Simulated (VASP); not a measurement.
# LiSb3O2 (P1) in VASP: single point with r2SCAN

Aim: the single point of LiSb3O2 with r2SCAN.

All numbers are computed with VASP 6.6.1; they aren't measurements. Logs are shortened: lines on timing, memory, paths and dates and some standing lists are left out, and cuts for length are marked.

## (1) The cell of the first run

The typed cell holds 12 atoms: a = 6.329 Å, b = 6.657 Å, c = 7.164 Å, α = 62.17°, β = 116.19°, γ = 90.21°.

## (2) Single point, r2SCAN

File POSCAR:

```
LiSb3O2
1.0
   -0.0117203200      0.0087332900      6.3293471000
    6.6564999600      0.0026225600     -0.0122967300
    3.3362934600      5.4940934300     -3.1631953800
Sb O Li
6 4 2
Direct
    0.5164790000      0.9781820000      0.5157690000
    0.0052020000      0.9641320000      0.5007920000
    0.9851910000      0.5038770000      0.4954560000
    0.5161460000      0.4932890000      0.4992440000
    0.9788830000      0.0199870000      0.9744310000
    0.5193570000      0.9856200000      0.9911600000
    0.1094410000      0.2377260000      0.1879620000
    0.9079250000      0.7667600000      0.8180150000
    0.4082750000      0.3851120000      0.8203080000
    0.5903880000      0.5789100000      0.1855260000
    0.2639000000      0.4973430000      0.0069190000
    0.7639340000      0.4915830000      0.0128900000
```

File INCAR.step1:

```
SYSTEM = LiSb3O2
  ALGO = Normal
  EDIFF = 1E-4
  ENCUT = 520
  GGA = PE
  ISMEAR = -5
  LASPH = .TRUE.
  LCHARG = .FALSE.
  LREAL = .FALSE.
  LWAVE = .TRUE.
  NBANDS = 42
  NELM = 100
  PREC = Accurate
  SIGMA = 0.1
```

File INCAR.step2:

```
SYSTEM = LiSb3O2
  ALGO = Normal
  EDIFF = 1E-7
  ENCUT = 520
  ISIF = 2
  ISMEAR = -1
  ISTART = 1
  LASPH = .TRUE.
  LCHARG = .FALSE.
  LMIXTAU = .TRUE.
  LORBIT = 11
  LREAL = .FALSE.
  LWAVE = .FALSE.
  METAGGA = R2SCAN
  NBANDS = 42
  NELM = 100
  PREC = Accurate
  SIGMA = 0.1
```

File KPOINTS:

```
Automatic mesh
0
Gamma
  4 3 4
  0.5 0 0
```

Potentials or basis: VASP PAW PBE potentials, release 64 (Sb, O, Li_sv).

On the command line:

```sh
$ cat potpaw_PBE.64/Sb/POTCAR potpaw_PBE.64/O/POTCAR potpaw_PBE.64/Li_sv/POTCAR > POTCAR
$ cp INCAR.step1 INCAR
$ mpirun -np 1 vasp_std > vasp.out
$ cp INCAR.step2 INCAR
$ mpirun -np 1 vasp_std > vasp.out
```

OUTCAR:

```text
SYSTEM = LiSb3O2
   EDIFF = 1E-7
   ENCUT = 520
   ISIF = 2
   ISMEAR = -1
   ISTART = 1
   LASPH = .TRUE.
   LORBIT = 11
   LREAL = .FALSE.
   METAGGA = R2SCAN
   NELM = 100
   PREC = Accurate

 ion  position               nearest neighbor table
   1  0.516  0.978  0.516-   8 2.29   7 2.46   2 3.15  12 3.16   2 3.19   4 3.28   4 3.38   6 3.42
                             5 3.43   6 3.74   5 3.75
   2  0.005  0.964  0.501-   8 2.39   7 2.50   3 3.08  11 3.12   1 3.15   1 3.19   6 3.52   5 3.54
                             3 3.58   6 3.65   5 3.65
   3  0.985  0.504  0.495-  10 2.35   9 2.45   4 2.98   2 3.08  12 3.15   4 3.35   6 3.45   5 3.46
                             2 3.58   5 3.69   6 3.74
   4  0.516  0.493  0.499-  10 2.31   9 2.47   3 2.98  11 3.15   1 3.28   3 3.35   5 3.37   1 3.38
                             6 3.56   6 3.59
   5  0.979  0.020  0.974-   8 2.37   7 2.46   6 2.97   4 3.37   6 3.37   1 3.43   3 3.46   2 3.54
                             2 3.65   3 3.69   1 3.75
   6  0.519  0.986  0.991-   9 2.30  10 2.33   5 2.97   5 3.37   1 3.42   3 3.45   2 3.52   4 3.56
                             4 3.59   2 3.65   3 3.74   1 3.74
   7  0.109  0.238  0.188-  11 2.15  12 2.20   1 2.46   5 2.46   2 2.50
   8  0.908  0.767  0.818-  12 2.20  11 2.28   1 2.29   5 2.37   2 2.39
   9  0.408  0.385  0.820-  11 2.28   6 2.30   3 2.45   4 2.47
  10  0.590  0.579  0.186-  11 2.12  12 2.22   4 2.31   6 2.33   3 2.35
  11  0.264  0.497  0.007-  10 2.12   7 2.15   9 2.28   8 2.28   2 3.12   4 3.15
  12  0.764  0.492  0.013-   7 2.20   8 2.20  10 2.22   3 3.15   1 3.16

  LATTYP: Found a triclinic cell.
 ALAT       =    11.4632776670
 B/A-ratio  =     0.5521426036
 C/A-ratio  =     0.5806813747
 COS(alpha) =     0.0036985089
 COS(beta)  =     0.2937820095
 COS(gamma) =     0.8279611083

  Lattice vectors:

 A1 = (  -3.3480137800,  -5.4853601400,   9.4925424800)
 A2 = (  -0.0117203200,   0.0087332900,   6.3293471000)
 A3 = (  -6.6564999600,  -0.0026225600,   0.0122967300)

Analysis of symmetry for initial positions (statically):
=====================================================================
 Subroutine PRICEL returns:
 Original cell was already a primitive cell.

 Routine SETGRP: Setting up the symmetry group for a
 triclinic supercell.

 Subroutine GETGRP returns: Found  1 space group operations
 (whereof  1 operations were pure point group operations)
 out of a pool of  2 trial point group operations.

The static configuration has the point symmetry C_1 .

Analysis of symmetry for dynamics (positions and initial velocities):
=====================================================================
 Subroutine PRICEL returns:
 Original cell was already a primitive cell.

 Routine SETGRP: Setting up the symmetry group for a
 triclinic supercell.

 Subroutine GETGRP returns: Found  1 space group operations
 (whereof  1 operations were pure point group operations)
 out of a pool of  2 trial point group operations.

The dynamic configuration has the point symmetry C_1 .

 Subroutine INISYM returns: Found  1 space group operations
 (whereof  1 operations are pure point group operations),
 and found     1 'primitive' translations

----------------------------------------------------------------------------------------

                                     Primitive cell

  volume of cell :     231.6007

  direct lattice vectors                    reciprocal lattice vectors
    -0.011720320  0.008733290  6.329347100     0.000255887  0.090737119  0.157869453
     6.656499960  0.002622560 -0.012296730     0.150265705 -0.091016484  0.000403839
     3.336293460  5.494093430 -3.163195380    -0.000072135  0.181912862 -0.000251139

  length of vectors
     6.329363977  6.656511835  7.163918040     0.182088040  0.175681376  0.181913050

  position of ions in fractional coordinates (direct lattice)
     0.516479000  0.978182000  0.515769000
     0.005202000  0.964132000  0.500792000
     0.985191000  0.503877000  0.495456000
     0.516146000  0.493289000  0.499244000
     0.978883000  0.019987000  0.974431000
     0.519357000  0.985620000  0.991160000
     0.109441000  0.237726000  0.187962000
     0.907925000  0.766760000  0.818015000
[... 43 lines left out ...]

 Found     24 irreducible k-points:

 Following reciprocal coordinates:
            Coordinates               Weight
  0.125000 -0.000000  0.000000      2.000000
  0.375000 -0.000000  0.000000      2.000000
  0.125000  0.333333  0.000000      2.000000
  0.375000  0.333333  0.000000      2.000000
 -0.375000  0.333333  0.000000      2.000000
 -0.125000  0.333333  0.000000      2.000000
[... 16 lines left out ...]
 -0.375000  0.333333  0.500000      2.000000
 -0.125000  0.333333  0.500000      2.000000
   k-points           NKPTS =     24   k-points in BZ     NKDIM =     24   number of bands    NBANDS=     42
   number of dos      NEDOS =    301   number of ions     NIONS =     12
   total plane-waves  NPLWV = 129600
   dimension x,y,z NGX =    48 NGY =   50 NGZ =   54
   dimension x,y,z NGXF=    96 NGYF=  100 NGZF=  108
   ions per type =               6   4   2
   NGX,Y,Z   is equivalent  to a cutoff of  12.61, 12.49, 12.53 a.u.
   NGXF,Y,Z  is equivalent  to a cutoff of  25.22, 24.97, 25.06 a.u.
 SYSTEM =  LiSb3O2
   PREC   = accura    normal or accurate (medium, high low for compatibility)
   ISTART =      1    job   : 0-new  1-cont  2-samecut
   ICHARG =      0    charge: 1-file 2-atom 10-const
   ISPIN  =      1    spin polarized calculation?
   LNONCOLLINEAR =      F non collinear calculations
   LSORBIT =      F    spin-orbit coupling
   LASPH  =      T    aspherical Exc in radial PAW
   ENCUT  =  520.0 eV  38.22 Ry    6.18 a.u.  11.77 12.38 13.32*2*pi/ulx,y,z
   NELM   =    100;   NELMIN=  2; NELMDL=  0     # of ELM steps
   EDIFF  = 0.1E-06   stopping-criterion for ELM
   LREAL  =      F    real-space projection
   EDIFFG = 0.1E-05   stopping-criterion for IOM
   NSW    =      0    number of steps for IOM
   IBRION =     -1    ionic relax: 0-MD 1-quasi-New 2-CG
   NFREE  =      0    steps in history (QN), initial steepest desc. (CG)
   ISIF   =      2    stress and relaxation
   ISYM   =      2    0-nonsym 1-usesym 2-fastsym
   POTIM  = 0.5000    time-step for ionic-motion
   TEBEG  =    0.0;   TEEND  =   0.0 temperature during run
   PSTRESS=    0.0 pullay stress
   NELECT =      60.0000    total number of electrons
   NUPDOWN=      -1.0000    fix difference up-down
   EMIN   =  10.00;   EMAX   =-10.00  energy-range for DOS
   EFERMI =   0.00;   METHOD = LEGACY
   ISMEAR =    -1;   SIGMA  =   0.10  broadening in eV -4-tet -1-fermi 0-gaus
   EFERMI_NEDOS =   21; number of points for ismear=-14 and -15
   IALGO  =     38    algorithm
   IMIX   =      4    mixing-type and parameters
     AMIX     =   0.40;   BMIX     =  1.00
     AMIX_MAG =   1.60;   BMIX_MAG =  1.00
  volume/ion in A,a.u.               =      19.30       130.24
  Fermi-wavevector in a.u.,A,eV,Ry     =   1.043627  1.972169 14.818882  1.089157
  Thomas-Fermi vector in A             =   2.178344
   LORBIT       =     11    0 simple, 1 ext, 2 COOP (PROOUT), +10 PAW based schemes
   METAGGA = R2SCAN    functional components
   LHFCALC =     F    Hartree Fock is set to
   AEXX    =    0.0000 exact exchange contribution
   IVDW    =     0    specifies the selected vdW correction
   LEPSILON=     F    determine dielectric tensor
   LRPA    =     F    only Hartree local field effects (RPA)
 non-spin polarized calculation
  energy-cutoff  :      520.00
  volume of cell :      231.60
 maximum number of plane-waves:      6261
   NGX = 23   NGY = 25   NGZ = 27

 number of electron      60.0000005 magnetization

 Free energy of the ion-electron system (eV)
  ---------------------------------------------------
  ext. energy  EPLUGINS =         0.00000000
  ---------------------------------------------------
  free energy    TOTEN  =      -190.78611587 eV

  energy without entropy =     -190.65559729  energy(sigma->0) =     -190.72085658

 E-fermi :   6.1130     XC(G=0): -10.1987

 val. band max:        6.0850107364   @ k =   0.3750  -0.3333   0.2500
 cond. band min:       6.1155393302   @ k =  -0.3750  -0.3333   0.2500
 fundamental gap:      0.0305285938
 Fermi energy:         6.1129642188

 k-point     1 :       0.1250   -0.0000    0.0000
  band No.  band energies     occupation
      1     -41.1394      2.00000
      2     -40.9428      2.00000
      3     -13.4740      2.00000
      4     -13.2576      2.00000
      5     -12.7098      2.00000
      6     -12.3949      2.00000
[... 1069 lines left out ...]
     41      11.1751      0.00000
     42      11.7205      0.00000

------------------------ aborting loop because EDIFF is reached ----------------------------------------

  FORCE on cell =-STRESS in cart. coord.  units (eV):
  Direction    XX          YY          ZZ          XY          YZ          ZX
  --------------------------------------------------------------------------------------
  -------------------------------------------------------------------------------------
  Total       -9.7761850     -5.7548304     -8.9324054     -0.6773782      0.1320139      0.0961853
  in kB      -67.6301018    -39.8110063    -61.7929677     -4.6859951      0.9132515      0.6653947
  external PRESSURE =     -56.4113586 kB  Pullay stress =       0.0000000 kB

 VOLUME and BASIS-vectors are now :
 -----------------------------------------------------------------------------
  energy-cutoff  :      520.00
  volume of cell :      231.60
      direct lattice vectors                 reciprocal lattice vectors
    -0.011720320  0.008733290  6.329347100     0.000255887  0.090737119  0.157869453
     6.656499960  0.002622560 -0.012296730     0.150265705 -0.091016484  0.000403839
     3.336293460  5.494093430 -3.163195380    -0.000072135  0.181912862 -0.000251139

 POSITION                                       TOTAL-FORCE (eV/Angst)
 -----------------------------------------------------------------------------------
      8.22597      2.84076      1.62547         0.159381     -0.369021     -0.188998
      8.08847      2.75397     -1.56303         0.422323     -0.150733     -0.033350
      4.99550      2.73201      4.66220        -0.202468      0.419217      0.716633
      4.94315      2.74869      1.68160         0.003023      0.045359     -0.484702
      3.37256      5.36222      3.11313         0.173917      0.310060      0.737232
      9.86149      5.45265      0.13984         0.677661     -0.368446     -0.737014
      2.20824      1.03426      0.09521        -1.205447      0.062490     -0.347458
      7.82243      4.50419      3.14960         0.595759     -0.164640     -0.089339
      5.29550      4.51142     -0.01542        -0.498983     -0.218990      0.179803
      4.46556      1.02597      3.14280         0.284039      0.222163      0.209334
      3.33055      0.04162      1.64231        -0.248158      0.100790     -0.094477
      3.30627      0.07878      4.78838        -0.161047      0.111751      0.132335
 -----------------------------------------------------------------------------------
    total drift:                                0.007542     -0.040618     -0.023028

  FREE ENERGIE OF THE ION-ELECTRON SYSTEM (eV)
  ---------------------------------------------------
  free  energy   TOTEN  =      -190.7861158692 eV

  energy  without entropy=     -190.6555972929  energy(sigma->0) =     -190.72085658

 total charge

# of ion       s       p       d       tot
------------------------------------------
    1        1.249   0.955   0.054   2.258
    2        1.252   0.968   0.047   2.266
    3        1.251   0.973   0.052   2.275
    4        1.253   0.960   0.052   2.266
    5        1.252   0.954   0.051   2.257
    6        1.251   0.946   0.062   2.259
    7        1.581   3.320   0.000   4.901
    8        1.584   3.352   0.000   4.936
    9        1.581   3.333   0.000   4.914
   10        1.584   3.371   0.000   4.955
   11        2.006   0.011   0.000   2.017
   12        2.005   0.011   0.000   2.015
--------------------------------------------------
tot         17.848  19.154   0.318  37.320
```

Wall time 20 min (1 thread of Intel Xeon Platinum 8259CL at 2.50GHz (Skylake/Cascade Lake), shared host); peak memory 0.47 GiB.

What came out:

```yaml
Free_energy: -190.7861 eV
Largest_force: 1.256 eV/Å
Band_gap_on_the_k_mesh: zero (bands 30 and 31 overlap by 0.29 eV)
Valence_electrons_inside_the_program's_atomic_spheres: Sb 2.26, 2.27 (each value once); O 4.90, 4.94, 4.91, 4.96; Li 2.02
```

Forces on the atoms (eV/Å):
```
Sb   0.159 -0.369 -0.189
Sb   0.422 -0.151 -0.033
Sb  -0.202  0.419  0.717
Sb   0.003  0.045 -0.485
Sb   0.174  0.310  0.737
Sb   0.678 -0.368 -0.737
O   -1.205  0.062 -0.347
O    0.596 -0.165 -0.089
O   -0.499 -0.219  0.180
O    0.284  0.222  0.209
Li  -0.248  0.101 -0.094
Li  -0.161  0.112  0.132
```

Caveat: the cutoff is under 1.25 times the usual one of these potentials, so pressure, stress and relaxed cells hold a basis-set (Pulay) error; the PAW data sets were made with another functional, which shifts forces and pressure a little; spin-orbit coupling is left out, which moves the levels of the heavy elements.

The gap in the log of VASP goes by the Fermi energy; the results here count the filled bands.